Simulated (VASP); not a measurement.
YbB2 (pbesol), 3 atoms in the cell. It takes space group P6/mmm (No. 191, hexagonal). Conventional cell: a = 3.138 Å, b = 3.138 Å, c = 3.706 Å, α = 90.00°, β = 90.00°, γ = 120.00°. Within 3.4 Å of Yb (site symmetry 6/mmm) lie 12 B at 2.59 Å and 6 Yb at 3.14 Å. Within 2.4 Å of B (site symmetry -6m2) lie 3 B at 1.81 Å.  This cell differs from its parent crystal: volume scaled by 0.94.

| Item | Value |
| --- | --- |
| Program | VASP 6.6.1 |
| Task | relaxation of shape and atoms at fixed volume |
| Functional | PBEsol |
| Potentials or basis | VASP PAW PBE potentials, release 64 (Yb, B) |
| Cutoff | 600 eV |
| k mesh | 15 × 15 × 12 |
| Occupations | gaussian, width 0.1 eV |
| Spin | no spin polarisation |
| Dipole correction | no |
| Further INCAR settings | ALGO = Normal; EDIFF = 1e-07; IBRION = 2; EDIFFG = -0.01; NSW = 50; ISIF = 4 |

Potentials or basis: VASP PAW PBE potentials, release 64 (Yb, B).

The run is started by

```bash
$ cat potpaw_PBE.64/Yb/POTCAR potpaw_PBE.64/B/POTCAR > POTCAR
$ mpirun -np 1 vasp_std > vasp.out
```

Hardware: 1 thread of Intel(R) Xeon(R) Platinum 8488C (Sapphire Rapids), on a shared host.

Problem. Estimate the wall time of this run.

Solution. Wall time 5.3 min on 1 thread of Intel(R) Xeon(R) Platinum 8488C (Sapphire Rapids) (shared host), peak memory 0.32 GiB. Counts: scf iterations 44, k points 189, ion steps 1.
